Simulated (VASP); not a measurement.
Si:

```
CELL_PARAMETERS angstrom
3.85157 0.00000 0.00000
-1.92579 3.33556 0.00000
0.00000 0.00000 6.36458
ATOMIC_POSITIONS crystal
Si 0.33333 0.66667 0.00042
Si 0.66667 0.33333 0.50042
Si 0.33333 0.66667 0.37458
Si 0.66667 0.33333 0.87458
```

This isn't the form of Si at room conditions, which is diamond.

- Program: VASP 6.6.1
- Task: relaxation of cell and atoms
- Functional: LDA
- Potentials or basis: VASP PAW LDA potentials, release 64 (Si)
- Cutoff: 600 eV
- k mesh: 12 × 12 × 4
- Occupations: fermi-dirac, width 0.02 eV
- Spin: no spin polarisation

At the start: pressure -3.3 GPa; volume 20.44 Å³/atom.

Question: Where does the relaxation end?

Answer: Over 7 steps the energy falls by 8.0 meV/atom and the volume is 19.70 Å³/atom (-3.6 %); space group P6_3/mmc (No. 194, to 0.1 Å) before and after.

Step by step:
| step | energy change (eV) | largest force (eV/Å) | pressure (GPa) | volume (Å³) |
| --- | --- | --- | --- | --- |
| 1 | 0.0000 | 0.0080 | -3.33 | 81.77 |
| 2 | -0.0171 | 0.0326 | 2.53 | 76.85 |
| 3 | -0.0320 | 0.0154 | -0.01 | 78.79 |
| 4 | -0.0320 | 0.0159 | 0.06 | 78.73 |
| 5 | -0.0321 | 0.0016 | -0.04 | 78.81 |
| 6 | -0.0321 | 0.0020 | -0.02 | 78.79 |
| 7 | -0.0321 | 0.0013 | -0.01 | 78.78 |

Final structure:
```
CELL_PARAMETERS angstrom
3.80317 0.00000 0.00000
-1.90159 3.29364 0.00000
0.00000 0.00000 6.28950
ATOMIC_POSITIONS crystal
Si 0.33333 0.66667 0.00051
Si 0.66667 0.33333 0.50051
Si 0.33333 0.66667 0.37449
Si 0.66667 0.33333 0.87449
```
